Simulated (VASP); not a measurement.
# Si (P-1) in VASP: single point with PBE

Aim: the single point of Si with PBE.

Program: VASP 6.6.1. These are calculated values, not measurements. Logs are shortened: lines on timing, memory, paths and dates and some standing lists are left out, and cuts for length are marked.

## (1) The cell of the first run

The typed cell holds 2 atoms: a = 3.567 Å, b = 3.570 Å, c = 3.515 Å, α = 101.07°, β = 96.00°, γ = 138.11°.

## (2) Single point, PBE (equal xy, yz and zx shear strains of -4 %)

INCAR reads:

```
  ALGO = Normal
  EDIFF = 1E-6
  ENCUT = 520
  GGA = PE
  ISIF = 2
  ISMEAR = -1
  LASPH = T
  LCHARG = F
  LREAL = F
  LWAVE = F
  NBANDS = 11
  NELM = 60
  PREC = Accurate
  SIGMA = 0.08
```

KPOINTS reads:

```
k-points
0
Gamma
  16 16 11
```

POSCAR reads:

```
Si
1.0
   -2.3238700000      2.3880200000      1.2726500000
    2.2728700000     -2.4390200000      1.2773500000
    2.2291300000      2.3489800000     -1.3673900000
Si
2
Direct
    0.8070000000      0.5570000000      0.2500000000
    0.1930000000      0.4430000000      0.7500000000
```

Potentials or basis: VASP PAW PBE potentials, release 64 (Si).

Started as:

```bash
$ cat potpaw_PBE.64/Si/POTCAR > POTCAR
$ mpirun -np 1 vasp_std > vasp.out
```

OUTCAR:

```text
EDIFF = 1E-6
   ENCUT = 520
   GGA = PE
   ISIF = 2
   ISMEAR = -1
   LASPH = T
   LREAL = F
   NELM = 60
   PREC = Accurate

 ion  position               nearest neighbor table
   1  0.807  0.557  0.250-   2 2.38   2 2.40   2 2.42   2 2.49   2 2.69   2 2.79
   2  0.193  0.443  0.750-   1 2.38   1 2.40   1 2.42   1 2.49   1 2.69   1 2.79

  LATTYP: Found a triclinic cell.
 ALAT       =     3.5668822969
 B/A-ratio  =     1.2626714495
 C/A-ratio  =     0.7151959565
 COS(alpha) =     0.0395683453
 COS(beta)  =     0.3562939992
 COS(gamma) =     0.6717701741

  Lattice vectors:

 A1 = (  -2.3238700000,   2.3880200000,   1.2726500000)
 A2 = (  -4.5020000000,   0.0900400000,   0.0900400000)
 A3 = (  -0.0510000000,  -0.0510000000,   2.5500000000)

Analysis of symmetry for initial positions (statically):
=====================================================================
 Subroutine PRICEL returns:
 Original cell was already a primitive cell.

 Routine SETGRP: Setting up the symmetry group for a
 triclinic supercell.

 Subroutine GETGRP returns: Found  2 space group operations
 (whereof  2 operations were pure point group operations)
 out of a pool of  2 trial point group operations.

The static configuration has the point symmetry S_2 .

Analysis of symmetry for dynamics (positions and initial velocities):
=====================================================================
 Subroutine PRICEL returns:
 Original cell was already a primitive cell.

 Routine SETGRP: Setting up the symmetry group for a
 triclinic supercell.

 Subroutine GETGRP returns: Found  2 space group operations
 (whereof  2 operations were pure point group operations)
 out of a pool of  2 trial point group operations.

The dynamic configuration has the point symmetry S_2 .

 Subroutine INISYM returns: Found  2 space group operations
 (whereof  2 operations are pure point group operations),
 and found     1 'primitive' translations

----------------------------------------------------------------------------------------

                                     Primitive cell

  volume of cell :      27.1576

  direct lattice vectors                    reciprocal lattice vectors
    -2.323870000  2.388020000  1.272650000     0.012321506  0.219286285  0.396789019
     2.272870000 -2.439020000  1.277350000     0.230314714  0.012546576  0.397014089
     2.229130000  2.348980000 -1.367390000     0.226616740  0.215813381  0.008848602

  length of vectors
     3.566882297  3.570207224  3.515178944     0.453519371  0.459154081  0.313063668

  position of ions in fractional coordinates (direct lattice)
     0.807000000  0.557000000  0.250000000
     0.193000000  0.443000000  0.750000000

  ion indices of the primitive-cell ions
   primitive index   ion index
                 1           1
                 2           2

----------------------------------------------------------------------------------------

 KPOINTS: k-points

Automatic generation of k-mesh.
 Grid dimensions read from file:
 generate k-points for:   16   16   11

 Generating k-lattice:

  Cartesian coordinates                     Fractional coordinates (reciprocal lattice)
     0.000770094  0.013705393  0.024799314     0.062500000  0.000000000  0.000000000
     0.014394670  0.000784161  0.024813381     0.000000000  0.062500000  0.000000000
     0.020601522  0.019619398  0.000804418    -0.000000000  0.000000000  0.090909091

  Length of vectors
     0.028344961  0.028697130  0.028460333

  Shift w.r.t. Gamma in fractional coordinates (k-lattice)
     0.000000000  0.000000000  0.000000000

 Subroutine IBZKPT returns following result:
 ===========================================

 Found   1410 irreducible k-points:

 Following reciprocal coordinates:
            Coordinates               Weight
  0.000000  0.000000  0.000000      1.000000
  0.062500 -0.000000  0.000000      2.000000
  0.125000 -0.000000  0.000000      2.000000
  0.187500 -0.000000  0.000000      2.000000
  0.250000 -0.000000  0.000000      2.000000
  0.312500 -0.000000  0.000000      2.000000
[... 16 lines left out ...]
 -0.187500  0.062500  0.000000      2.000000
 -0.125000  0.062500  0.000000      2.000000
 [... further k-points ...]
   k-points           NKPTS =   1410   k-points in BZ     NKDIM =   1410   number of bands    NBANDS=     11
   number of dos      NEDOS =    301   number of ions     NIONS =      2
   total plane-waves  NPLWV =  21952
   dimension x,y,z NGX =    28 NGY =   28 NGZ =   28
   dimension x,y,z NGXF=    56 NGYF=   56 NGZF=   56
   ions per type =               2
   NGX,Y,Z   is equivalent  to a cutoff of  13.05, 13.04, 13.24 a.u.
   NGXF,Y,Z  is equivalent  to a cutoff of  26.10, 26.08, 26.48 a.u.
 SYSTEM =  unknown system
   PREC   = accura    normal or accurate (medium, high low for compatibility)
   ISTART =      0    job   : 0-new  1-cont  2-samecut
   ICHARG =      2    charge: 1-file 2-atom 10-const
   ISPIN  =      1    spin polarized calculation?
   LNONCOLLINEAR =      F non collinear calculations
   LSORBIT =      F    spin-orbit coupling
   LASPH  =      T    aspherical Exc in radial PAW
   ENCUT  =  520.0 eV  38.22 Ry    6.18 a.u.   6.63  6.64  6.54*2*pi/ulx,y,z
   NELM   =     60;   NELMIN=  2; NELMDL= -5     # of ELM steps
   EDIFF  = 0.1E-05   stopping-criterion for ELM
   LREAL  =      F    real-space projection
   EDIFFG = 0.1E-04   stopping-criterion for IOM
   NSW    =      0    number of steps for IOM
   IBRION =     -1    ionic relax: 0-MD 1-quasi-New 2-CG
   NFREE  =      0    steps in history (QN), initial steepest desc. (CG)
   ISIF   =      2    stress and relaxation
   ISYM   =      2    0-nonsym 1-usesym 2-fastsym
   POTIM  = 0.5000    time-step for ionic-motion
   TEBEG  =    0.0;   TEEND  =   0.0 temperature during run
   PSTRESS=    0.0 pullay stress
   NELECT =       8.0000    total number of electrons
   NUPDOWN=      -1.0000    fix difference up-down
   EMIN   =  10.00;   EMAX   =-10.00  energy-range for DOS
   EFERMI =   0.00;   METHOD = LEGACY
   ISMEAR =    -1;   SIGMA  =   0.08  broadening in eV -4-tet -1-fermi 0-gaus
   EFERMI_NEDOS =   21; number of points for ismear=-14 and -15
   IALGO  =     38    algorithm
   IMIX   =      4    mixing-type and parameters
     AMIX     =   0.40;   BMIX     =  1.00
     AMIX_MAG =   1.60;   BMIX_MAG =  1.00
  volume/ion in A,a.u.               =      13.58        91.63
  Fermi-wavevector in a.u.,A,eV,Ry     =   1.089284  2.058449 16.143863  1.186540
  Thomas-Fermi vector in A             =   2.225484
   LORBIT       =      0    0 simple, 1 ext, 2 COOP (PROOUT), +10 PAW based schemes
   GGA     = PE    functional components
   LHFCALC =     F    Hartree Fock is set to
   AEXX    =    0.0000 exact exchange contribution
   IVDW    =     0    specifies the selected vdW correction
   LEPSILON=     F    determine dielectric tensor
   LRPA    =     F    only Hartree local field effects (RPA)
 non-spin polarized calculation
  energy-cutoff  :      520.00
  volume of cell :       27.16
 maximum number of plane-waves:       746
   NGX = 13   NGY = 13   NGZ = 13

 number of electron       8.0000000 magnetization

 Free energy of the ion-electron system (eV)
  ---------------------------------------------------
  ext. energy  EPLUGINS =         0.00000000
  ---------------------------------------------------
  free energy    TOTEN  =       -10.07711745 eV

  energy without entropy =      -10.06226666  energy(sigma->0) =      -10.06969205

 E-fermi :  10.6892     XC(G=0): -11.3824

 val. band max:       10.6891845315   @ k =   0.1250   0.1875   0.0000
 cond. band min:      10.6895228174   @ k =  -0.0625  -0.3750   0.2727
 fundamental gap:      0.0003382859
 Fermi energy:        10.6892029795

 k-point     1 :       0.0000    0.0000    0.0000
  band No.  band energies     occupation
      1      -4.1145      2.00000
      2       7.4491      2.00000
      3       8.5434      2.00000
      4       8.9734      2.00000
      5      11.9001      0.00000
      6      18.5059      0.00000
      7      19.8863      0.00000
      8      20.6488      0.00000
      9      21.0281      0.00000
     10      21.7089      0.00000
     11      22.3858      0.00000

 k-point     2 :       0.0625   -0.0000    0.0000
  band No.  band energies     occupation
      1      -3.9984      2.00000
      2       7.3473      2.00000
      3       8.1732      2.00000
      4       9.5431      2.00000
      5      12.2081      0.00000
      6      17.6480      0.00000
      7      19.3326      0.00000
      8      19.9481      0.00000
      9      20.6722      0.00000
     10      21.6924      0.00000
     11      22.5931      0.00000

 k-point     3 :       0.1250   -0.0000    0.0000
  band No.  band energies     occupation
      1      -3.6505      2.00000
      2       7.1551      2.00000
      3       7.8162      2.00000
      4      10.4483      1.90618
      5      13.0325      0.00000
      6      16.2757      0.00000
      7      17.3687      0.00000
      8      18.6034      0.00000
      9      19.6117      0.00000
     10      20.3433      0.00000
     11      22.6798      0.00000
[... 267 lines left out ...]
 k-point    23 :      -0.1875    0.0625    0.0000
  band No.  band energies     occupation
      1      -3.5047      2.00000
      2       5.9322      2.00000
      3       8.0678      2.00000
      4      11.3655      0.00043
      5      13.5436      0.00000
      6      15.3596      0.00000
      7      17.1196      0.00000
      8      18.0523      0.00000
      9      20.2388      0.00000
     10      20.7241      0.00000
     11      22.6544      0.00000

 k-point    24 :      -0.1250    0.0625    0.0000
  band No.  band energies     occupation
      1      -3.8999      2.00000
      2       6.2274      2.00000
      3       8.3618      2.00000
      4      10.3973      1.94926
      5      12.6176      0.00000
      6      16.6355      0.00000
      7      19.2543      0.00000
      8      19.6411      0.00000
      9      21.1489      0.00000
     10      21.6670      0.00000
     11      22.7833      0.00000

 [... further k-points ...]

------------------------ aborting loop because EDIFF is reached ----------------------------------------

  FORCE on cell =-STRESS in cart. coord.  units (eV):
  Direction    XX          YY          ZZ          XY          YZ          ZX
  --------------------------------------------------------------------------------------
  -------------------------------------------------------------------------------------
  Total        2.4982370      3.0896058      2.4698378      0.6000580      0.5925745      0.4737647
  in kB      147.3850986    182.2732837    145.7096691     35.4008094     34.9593135     27.9500528
  external PRESSURE =     158.4560171 kB  Pullay stress =       0.0000000 kB

 VOLUME and BASIS-vectors are now :
 -----------------------------------------------------------------------------
  energy-cutoff  :      520.00
  volume of cell :       27.16
      direct lattice vectors                 reciprocal lattice vectors
    -2.323870000  2.388020000  1.272650000     0.012321506  0.219286285  0.396789019
     2.272870000 -2.439020000  1.277350000     0.230314714  0.012546576  0.397014089
     2.229130000  2.348980000 -1.367390000     0.226616740  0.215813381  0.008848602

 POSITION                                       TOTAL-FORCE (eV/Angst)
 -----------------------------------------------------------------------------------
     -0.05209      1.15584      1.39667        -0.141932      0.068083     -0.011321
      2.23022      1.14214     -0.21406         0.141932     -0.068083      0.011321
 -----------------------------------------------------------------------------------
    total drift:                                0.000000     -0.000000     -0.000000

  FREE ENERGIE OF THE ION-ELECTRON SYSTEM (eV)
  ---------------------------------------------------
  free  energy   TOTEN  =       -10.0771174468 eV

  energy  without entropy=      -10.0622666562  energy(sigma->0) =      -10.06969205
```

Run time: 12 min. Hardware: 1 thread of Intel Xeon 8259CL, shared host; peak memory 0.43 GiB.

What came out:

- Free energy: -10.0771 eV
- Pressure: 15.8 GPa
- Largest force: 0.158 eV/Å
- Band gap on the k mesh: zero (bands 4 and 5 overlap by 7.69 eV)

Forces in eV/Å, atoms in the order of the input:
```
Si  -0.142  0.068 -0.011
Si   0.142 -0.068  0.011
```

Caveat: the cell differs from its parent crystal (equal xy, yz and zx shear strains of -4 %); the cell stands under pressure.
